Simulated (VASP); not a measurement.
Na2F:

```
CELL_PARAMETERS angstrom
3.38987 0.00000 0.00000
0.00000 3.38987 0.00000
0.00000 0.00000 4.79400
ATOMIC_POSITIONS crystal
Na 0.00000 0.00000 0.00000
Na 0.50000 0.50000 0.50000
F 0.00000 0.00000 0.50000
```

This cell differs from its parent crystal: atoms taken out.

```yaml
Program: VASP 6.6.1
Task: relaxation of cell and atoms
Functional: PBE
Potentials_or_basis: VASP PAW PBE potentials, release 64 (Na_pv, F)
Cutoff: 600 eV
k_mesh: 14 × 14 × 10
Occupations: gaussian, width 0.1 eV
Spin: no spin polarisation
```

At the start: pressure 1.9 GPa; volume 18.36 Å³/atom.

Where does the relaxation end?

Over 10 steps the energy falls by 13.6 meV/atom and the volume is 20.01 Å³/atom (+9.0 %); space group P4/mmm (No. 123, to 0.1 Å) before and after.

Step by step:
```tsv
step	energy change (eV)	largest force (eV/Å)	pressure (GPa)	volume (Å³)
1	0.0000	0.0000	1.91	55.09
2	-0.0188	0.0000	1.04	56.85
3	-0.0278	0.0000	-0.69	61.53
4	-0.0304	0.0000	-0.24	60.07
5	-0.0305	0.0000	-0.17	59.92
6	-0.0327	0.0000	-0.13	59.84
7	-0.0378	0.0000	0.01	59.60
8	-0.0388	0.0000	0.47	59.03
9	-0.0400	0.0000	0.25	59.28
10	-0.0407	0.0000	0.02	60.03
```

Final structure:
```
Na F
1.0
     3.37676    0.00000    0.00000
     0.00000    3.37676    0.00000
     0.00000    0.00000    5.26456
Na F
2 1
Direct
  0.00000 0.00000 0.00000
  0.50000 0.50000 0.50000
  0.00000 0.00000 0.50000
```

Caveat: the cell differs from its parent crystal (atoms taken out).
